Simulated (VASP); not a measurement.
# ZnO (P6_3mc) in VASP: further runs, part 2 of 2

VASP 6.6.1.

## 4. Single point, RPBE

This run uses another cell than the first one, of 12.76 Å³/atom, 1.017 times its volume.

Input file INCAR:

```
  PREC = Accurate
  ENCUT = 520
  EDIFF = 1E-7
  ISMEAR = 0
  SIGMA = 0.05
  LREAL = F
  LASPH = T
  NELM = 80
  ALGO = Normal
  ISIF = 2
  LWAVE = F
  LCHARG = F
  GGA = RP
  NBANDS = 26
```

Input file KPOINTS:

```
regular mesh
0
Gamma
  8 8 6
```

Input file POSCAR:

```
ZnO
1.0
    3.3189739864      0.0000000000      0.0000000000
   -1.6594869932      2.8743157867      0.0000000000
    0.0000000000      0.0000000000      5.3517897348
Zn O
2 2
Direct
    0.3333333333      0.6666666667      0.0014489168
    0.6666666667      0.3333333333      0.5014489168
    0.3333333333      0.6666666667      0.3806510832
    0.6666666667      0.3333333333      0.8806510832
```

Potentials or basis: VASP PAW PBE potentials, release 64 (Zn, O).

Command:

```bash
> cat potpaw_PBE.64/Zn/POTCAR potpaw_PBE.64/O/POTCAR > POTCAR
> mpirun -np 1 vasp_std > vasp.out
```

OUTCAR:

```text
PREC = Accurate
   ENCUT = 520
   EDIFF = 1E-7
   ISMEAR = 0
   LREAL = F
   LASPH = T
   NELM = 80
   ISIF = 2
   GGA = RP

 ion  position               nearest neighbor table
   1  0.333  0.667  0.001-   4 2.02   4 2.02   4 2.02   3 2.03
   2  0.667  0.333  0.501-   3 2.02   3 2.02   3 2.02   4 2.03
   3  0.333  0.667  0.381-   2 2.02   2 2.02   2 2.02   1 2.03
   4  0.667  0.333  0.881-   1 2.02   1 2.02   1 2.02   2 2.03

  LATTYP: Found a hexagonal cell.
 ALAT       =     3.3189739864
 C/A-ratio  =     1.6124831821

  Lattice vectors:

 A1 = (   3.3189739864,   0.0000000000,   0.0000000000)
 A2 = (  -1.6594869932,   2.8743157867,   0.0000000000)
 A3 = (   0.0000000000,   0.0000000000,   5.3517897348)

Analysis of symmetry for initial positions (statically):
=====================================================================
 Subroutine PRICEL returns:
 Original cell was already a primitive cell.

 Routine SETGRP: Setting up the symmetry group for a
 hexagonal supercell.

 Subroutine GETGRP returns: Found 12 space group operations
 (whereof  6 operations were pure point group operations)
 out of a pool of 24 trial point group operations.

The static configuration has the point symmetry C_3v.
 The point group associated with its full space group is C_6v.

Analysis of symmetry for dynamics (positions and initial velocities):
=====================================================================
 Subroutine PRICEL returns:
 Original cell was already a primitive cell.

 Routine SETGRP: Setting up the symmetry group for a
 hexagonal supercell.

 Subroutine GETGRP returns: Found 12 space group operations
 (whereof  6 operations were pure point group operations)
 out of a pool of 24 trial point group operations.

The dynamic configuration has the point symmetry C_3v.
 The point group associated with its full space group is C_6v.

 Subroutine INISYM returns: Found 12 space group operations
 (whereof  6 operations are pure point group operations),
[... 113 lines left out ...]
   EMIN   =  10.00;   EMAX   =-10.00  energy-range for DOS
   EFERMI =   0.00;   METHOD = LEGACY
   ISMEAR =     0;   SIGMA  =   0.05  broadening in eV -4-tet -1-fermi 0-gaus
   EFERMI_NEDOS =   21; number of points for ismear=-14 and -15
   IALGO  =     38    algorithm
   IMIX   =      4    mixing-type and parameters
     AMIX     =   0.40;   BMIX     =  1.00
     AMIX_MAG =   1.60;   BMIX_MAG =  1.00
  volume/ion in A,a.u.               =      12.76        86.13
  Fermi-wavevector in a.u.,A,eV,Ry     =   1.457124  2.753565 28.888035  2.123211
  Thomas-Fermi vector in A             =   2.573962
   LORBIT       =      0    0 simple, 1 ext, 2 COOP (PROOUT), +10 PAW based schemes
   GGA     = RP    functional components
   LHFCALC =     F    Hartree Fock is set to
   AEXX    =    0.0000 exact exchange contribution
   IVDW    =     0    specifies the selected vdW correction
   LEPSILON=     F    determine dielectric tensor
   LRPA    =     F    only Hartree local field effects (RPA)
 non-spin polarized calculation
 Gauss-broadening in eV      SIGMA  =   0.05
  energy-cutoff  :      520.00
  volume of cell :       51.05
 maximum number of plane-waves:      1387
 NGX is ok and might be reduce to    28
   NGX = 13   NGY = 13   NGZ = 19

 number of electron      36.0000024 magnetization

 Free energy of the ion-electron system (eV)
  ---------------------------------------------------
  ext. energy  EPLUGINS =         0.00000000
  ---------------------------------------------------
  free energy    TOTEN  =       -16.37606739 eV

  energy without entropy =      -16.37606739  energy(sigma->0) =      -16.37606739

 E-fermi :   1.0812     XC(G=0): -10.2746

 val. band max:        0.7850934138   @ k =   0.0000   0.0000   0.0000
 cond. band min:       1.5592967982   @ k =   0.0000   0.0000   0.0000
 fundamental gap:      0.7742033845
 Fermi energy:         1.0812208628

 k-point     1 :       0.0000    0.0000    0.0000
  band No.  band energies     occupation
      1     -16.8581      2.00000
      2     -16.2529      2.00000
      3      -4.5920      2.00000
      4      -4.5920      2.00000
      5      -4.5551      2.00000
      6      -4.4203      2.00000
[... 685 lines left out ...]
     25      13.9689      0.00000
     26      14.3076      0.00000

 [... further k-points ...]
[... 5 lines left out ...]
  --------------------------------------------------------------------------------------
  -------------------------------------------------------------------------------------
  Total        0.2540927      0.2540927      0.2875242      0.0000000     -0.0000000      0.0000000
  in kB        7.9738012      7.9738012      9.0229301      0.0000000     -0.0000000      0.0000000
  external PRESSURE =       8.3235108 kB  Pullay stress =       0.0000000 kB

 VOLUME and BASIS-vectors are now :
 -----------------------------------------------------------------------------
  energy-cutoff  :      520.00
  volume of cell :       51.05
      direct lattice vectors                 reciprocal lattice vectors
     3.318973986  0.000000000  0.000000000     0.301297932  0.173954442  0.000000000
    -1.659486993  2.874315787  0.000000000     0.000000000  0.347908885  0.000000000
     0.000000000  0.000000000  5.351789735     0.000000000  0.000000000  0.186853380

 POSITION                                       TOTAL-FORCE (eV/Angst)
 -----------------------------------------------------------------------------------
     -0.00000      1.91621      0.00775        -0.000000      0.000000     -0.006381
      1.65949      0.95811      2.68365         0.000000     -0.000000     -0.006381
     -0.00000      1.91621      2.03716         0.000000      0.000000      0.006381
      1.65949      0.95811      4.71306        -0.000000     -0.000000      0.006381
 -----------------------------------------------------------------------------------
    total drift:                               -0.000000      0.000000     -0.003580

  FREE ENERGIE OF THE ION-ELECTRON SYSTEM (eV)
  ---------------------------------------------------
  free  energy   TOTEN  =       -16.3760673858 eV

  energy  without entropy=      -16.3760673858  energy(sigma->0) =      -16.37606739
```

stdout:

```text
POSCAR found type information on POSCAR ZnO
 POSCAR found :  2 types and       4 ions
 scaLAPACK will be used
 -----------------------------------------------------------------------------
|                                                                             |
|                                                                             |
|     You enforced a specific xc type in the INCAR file but a different       |
|     I HOPE YOU KNOW WHAT YOU ARE DOING!                                     |
|                                                                             |
 -----------------------------------------------------------------------------

 LDA part: xc-table for (Slater+PW92), standard interpolation
 POSCAR, INCAR and KPOINTS ok, starting setup
 FFT: planning ... GRIDC
 FFT: planning ... GRID_SOFT
 FFT: planning ... GRID
 WAVECAR not read
 entering main loop
```

Run time: 52 s. Hardware: 1 thread of Intel Xeon Platinum 8259CL at 2.50GHz (Skylake/Cascade Lake), shared host; peak memory 0.19 GiB.

What came out:

```yaml
Free_energy: -16.3761 eV
Pressure: 0.8 GPa
Largest_force: 0.006 eV/Å
Band_gap_on_the_k_mesh: 0.77 eV, direct
```

Forces in eV/Å, atoms in the order of the input:
```
Zn   0.000  0.000 -0.006
Zn   0.000  0.000 -0.006
O    0.000  0.000  0.006
O    0.000  0.000  0.006
```

Stress tensor (GPa, compression positive):
```
0.80 0.00 0.00
0.00 0.80 0.00
0.00 0.00 0.90
```

Caveat: the PAW data sets were made with another functional, which shifts forces and pressure a little.

## 5. The runs side by side

| level | cell | gap on the mesh (eV) | pressure (GPa) | largest force (eV/Å) |
| --- | --- | --- | --- | --- |
| RPBE+D4 | a = 3.300, b = 3.300, c = 5.321 Å, angles 90.0, 90.0, 120.0°, 4 atoms | 0.80 | -3.7 | 0.01 |
| revPBE+D3(BJ) | a = 3.301, b = 3.301, c = 5.328 Å, angles 90.0, 90.0, 120.0°, 4 atoms | 0.77 | -3.9 | - |
| RPBE | a = 3.319, b = 3.319, c = 5.352 Å, angles 90.0, 90.0, 120.0°, 4 atoms | 0.77 | 0.8 | 0.01 |

Alike in all rows: task single point; potentials or basis VASP PAW PBE potentials, release 64 (Zn, O); no spin polarisation; k mesh 8 × 8 × 6; cutoff (eV) 520; smearing gaussian 0.05 eV.

Caveats: the PAW data sets were made with another functional, which shifts forces and pressure a little.

Total energies depend on the potentials used, so only differences within one code and one set of settings carry meaning.

## 6. Comparison with measurements

Step 4. A measured gap of ZnO is 3.37 eV (quoted in “Electronic structure of alkaline earth and post-transition metal oxides”, 2009, arxiv:0908.1581); the calculated 0.77 eV misses it by -2.60 eV. So large a miss can be the level of theory's own, or it may mean another phase, state or a wrong row. The value is that of RPBE, without temperature or zero-point motion. Semilocal functionals fall short of measured gaps as a rule.
